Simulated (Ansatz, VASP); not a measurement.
**W3C in VASP and in Ansatz**

```
CELL_PARAMETERS angstrom
2.73176 0.00000 0.00000
-0.91059 2.57552 0.00000
0.00000 0.00000 21.31585
ATOMIC_POSITIONS crystal
W 0.50000 0.50000 0.18765
W 0.00000 0.00000 0.28889
W 0.50000 0.50000 0.39013
C 0.83333 0.83333 0.50882
```

Alike in both runs: task single point; functional PBEsol; k mesh 10 × 10 × 1; occupations gaussian, width 0.1 eV; no spin polarisation.

```csv
,VASP,Ansatz
version,VASP 6.6.1,Ansatz 0.2.0
potentials or method,"VASP PAW PBE potentials, release 64 (W_sv, C), cutoff 520 eV","scalar-relativistic, plane waves, PAW"
valence electrons in the cell,46,46
```

Ansatz gave:

| Quantity | Value |
| --- | --- |
| gap on the k mesh at the Fermi level (eV) | none |
| rms of the force components (eV/Å) | 1.224 |

Q: What did VASP give for the same quantities?

A: gap on the k mesh at the Fermi level (eV): none; rms of the force components (eV/Å): 1.231.

VASP's potentials were made for PBE, not for PBEsol. Atom by atom the forces differ by 0.016 eV/Å (rms over components). A gap of «none» marks a metal or a gap that the smearing closes.

Spin-orbit coupling is off throughout.
